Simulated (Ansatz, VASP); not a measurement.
Two plane-wave programs on MgO

Contents of POSCAR:

```
MgO
1.0
    2.6233491285      0.0000000000      0.0000000000
    0.0000000000      2.6233491285      0.0000000000
    0.0000000000      0.0000000000      2.6233491285
Mg O
1 1
Direct
    0.0000000000      0.0000000000      0.0000000000
    0.5000000000      0.5000000000      0.5000000000
```

Contents of INCAR.step1:

```
PREC = Accurate
ENCUT = 520
EDIFF = 1E-5
ISMEAR = 0
SIGMA = 0.01
LREAL = F
LASPH = T
NELM = 80
ALGO = Normal
ISIF = 2
LWAVE = T
LCHARG = F
NBANDS = 11
GGA = PE
```

Contents of INCAR.step2:

```
PREC = Accurate
ENCUT = 520
EDIFF = 1E-6
ISMEAR = 0
SIGMA = 0.01
LREAL = F
LASPH = T
NELM = 80
ALGO = Normal
ISIF = 2
LWAVE = F
LCHARG = F
GGA = PE
LHFCALC = T
AEXX = 0.25
PRECFOCK = Normal
NBANDS = 11
ISTART = 1
```

Contents of KPOINTS:

```
regular mesh
0
Gamma
  6 6 6
```

Input for Ansatz:

```yaml
crystal:
  lattice:
    - [2.6233491285, 0.0, 0.0]
    - [0.0, 2.6233491285, 0.0]
    - [0.0, 0.0, 2.6233491285]
  atoms:
    - { symbol: Mg, position: [0.0, 0.0, 0.0] }
    - { symbol: O, position: [0.5, 0.5, 0.5] }
kpoints:
  mp_grid: { grid: [6, 6, 6] }
  band_path:
    path:
      - [0.0, 0.0, 0.0]
      - [0.0, 0.5, 0.0]
      - [0.5, 0.5, 0.0]
      - [0.5, 0.5, 0.5]
      - [0.0, 0.5, 0.5]
    npoints: 1
hamiltonian:
  xc: pbe0
scf:
  occupations: { method: fixed }
  n_extra_bands: 4
output:
  forces: true
  stress: true
  eigenvalues: true
```

Alike in both runs: task single point; functional PBE0; k mesh 6 × 6 × 6; no spin polarisation.

|  | VASP | Ansatz |
| --- | --- | --- |
| version | VASP 6.6.1 | Ansatz 0.2.0 |
| potentials or method | VASP PAW PBE potentials, release 64 (Mg, O) | plane waves, PAW |
| plane-wave cutoff (eV) | 520 | 420 |
| occupations | gaussian, width 0.01 eV | fixed |
| valence electrons in the cell | 8 | 16 |

```csv
,VASP,Ansatz,Ansatz less VASP
gap on the k mesh at the Fermi level (eV),4.90,4.94,+0.040
pressure (GPa),-1.1,-0.6,+0.49
```

VASP's potentials hold 8 valence electrons a cell and Ansatz's 16, so a difference there can come from the potentials and not from the codes. Ansatz's warnings: stress exchange threshold loose, stress scf threshold loose.
